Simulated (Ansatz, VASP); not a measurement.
HRh6: VASP beside Ansatz

Contents of INCAR:

```
SYSTEM = HRh6
ALGO = Normal
DIPOL = 0.5 0.5 0.309
EDIFF = 1E-7
ENCUT = 520
GGA = PE
IDIPOL = 3
ISIF = 2
ISMEAR = 0
LASPH = .True.
LCHARG = .False.
LDIPOL = .True.
LREAL = .False.
LWAVE = .False.
NBANDS = 104
NELM = 100
PREC = Accurate
SIGMA = 0.1
```

File KPOINTS:

```
k-points
0
Gamma
  6 6 1
  0 0 0
```

Contents of POSCAR:

```
HRh6
1.0
    5.4165863251      0.0000000000      0.0000000000
   -2.7082931626      4.6909013593      0.0000000000
    0.0000000000      0.0000000000     22.2966119230
Rh H
12 2
Direct
    0.3333333333      0.1666666667      0.1793994538
    0.3333333333      0.6666666667      0.1793994538
    0.8333333333      0.1666666667      0.1793994538
    0.8333333333      0.6666666667      0.1793994538
    0.1666666667      0.3333333333      0.2757769167
    0.1666666667      0.8333333333      0.2757769167
    0.6666666667      0.3333333333      0.2757769167
    0.6666666667      0.8333333333      0.2757769167
    0.0000000000      0.0000000000      0.3721019118
    0.0000000000      0.5000000000      0.3721019118
    0.5000000000      0.0000000000      0.3721019118
    0.5000000000      0.5000000000      0.3721019118
    0.2153584700      0.4307169401      0.5066515021
    0.2846415300      0.5692830599      0.5066515021
```

Input for Ansatz:

```yaml
crystal:
  lattice:
    - [5.4165863251, 0.0, 0.0]
    - [-2.7082931626, 4.6909013593, 0.0]
    - [0.0, 0.0, 22.296611923]
  atoms:
    - { symbol: Rh, position: [0.3333333333, 0.1666666667, 0.1793994538] }
    - { symbol: Rh, position: [0.3333333333, 0.6666666667, 0.1793994538] }
    - { symbol: Rh, position: [0.8333333333, 0.1666666667, 0.1793994538] }
    - { symbol: Rh, position: [0.8333333333, 0.6666666667, 0.1793994538] }
    - { symbol: Rh, position: [0.1666666667, 0.3333333333, 0.2757769167] }
    - { symbol: Rh, position: [0.1666666667, 0.8333333333, 0.2757769167] }
    - { symbol: Rh, position: [0.6666666667, 0.3333333333, 0.2757769167] }
    - { symbol: Rh, position: [0.6666666667, 0.8333333333, 0.2757769167] }
    - { symbol: Rh, position: [0.0, 0.0, 0.3721019118] }
    - { symbol: Rh, position: [0.0, 0.5, 0.3721019118] }
    - { symbol: Rh, position: [0.5, 0.0, 0.3721019118] }
    - { symbol: Rh, position: [0.5, 0.5, 0.3721019118] }
    - { symbol: H, position: [0.21535847, 0.4307169401, 0.5066515021] }
    - { symbol: H, position: [0.28464153, 0.5692830599, 0.5066515021] }
basis:
  ecutwfc: 420
kpoints:
  mp_grid: { grid: [6, 6, 1] }
hamiltonian:
  xc: pbe
  pseudopotentials: { kind: paw, azcp: { folder: soft_1 } }
scf:
  occupations: { method: gaussian, width: 0.1 }
output:
  forces: true
  eigenvalues: true
efield:
  axis: 3
  dipole_correction: true
  ramp_width: 0.04
```

Alike in both runs: task single point; functional PBE; k mesh 6 × 6 × 1; occupations gaussian, width 0.1 eV; no spin polarisation.

```csv
,VASP,Ansatz
version,VASP 6.6.1,Ansatz 0.2.0
potentials or method,"VASP PAW PBE potentials, release 64 (Rh_pv, H), cutoff 520 eV","scalar-relativistic, plane waves, PAW"
valence electrons in the cell,182,206
```

Ansatz gave:

| Item | Value |
| --- | --- |
| gap on the k mesh at the Fermi level (eV) | none |
| rms of the force components (eV/Å) | 1.066 |

Question: What did VASP give for the same quantities?

Answer: gap on the k mesh at the Fermi level (eV): none; rms of the force components (eV/Å): 1.073.

Atom by atom the forces differ by 0.007 eV/Å (rms over components). A gap of «none» marks a metal or a gap that the smearing closes. VASP's potentials hold 182 valence electrons a cell and Ansatz's 206, so a difference there can come from the potentials and not from the codes.
